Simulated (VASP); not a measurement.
SiC, 4 atoms in the cell. Symmetry: P6_3mc, No. 186, hexagonal system. Conventional cell: a = 3.046 Å, b = 3.046 Å, c = 4.997 Å, α = 90.00°, β = 90.00°, γ = 120.00°. Si (site symmetry 3m) has 4 C at 1.86 to 1.88 Å within 2.5 Å. C (site symmetry 3m) has 4 Si at 1.86 to 1.88 Å within 2.5 Å. 

| Property | Result |
| --- | --- |
| Program | VASP 6.6.1 |
| Task | single point |
| Functional | PBEsol |
| Potentials or basis | VASP PAW PBE potentials, release 64 (Si, C) |
| Cutoff | 520 eV |
| k mesh | 8 × 8 × 6 |
| Occupations | gaussian, width 0.01 eV |
| Spin | no spin polarisation |
| Dipole correction | no |
| Further INCAR settings | ALGO = Normal; EDIFF = 1e-07; NBANDS = 16 |

Potentials or basis: VASP PAW PBE potentials, release 64 (Si, C).

The run is started by

```bash
$ cat potpaw_PBE.64/Si/POTCAR potpaw_PBE.64/C/POTCAR > POTCAR
$ mpirun -np 1 vasp_std > vasp.out
```

Hardware: 1 thread of Intel(R) Xeon(R) 6975P-C (Granite Rapids), on a shared host.

Question: Estimate the wall time of this run.

Answer: Wall time 10 s on 1 thread of Intel(R) Xeon(R) 6975P-C (Granite Rapids), with other jobs on the host, peak memory 0.16 GiB. Counts: scf iterations 13, k points 40.
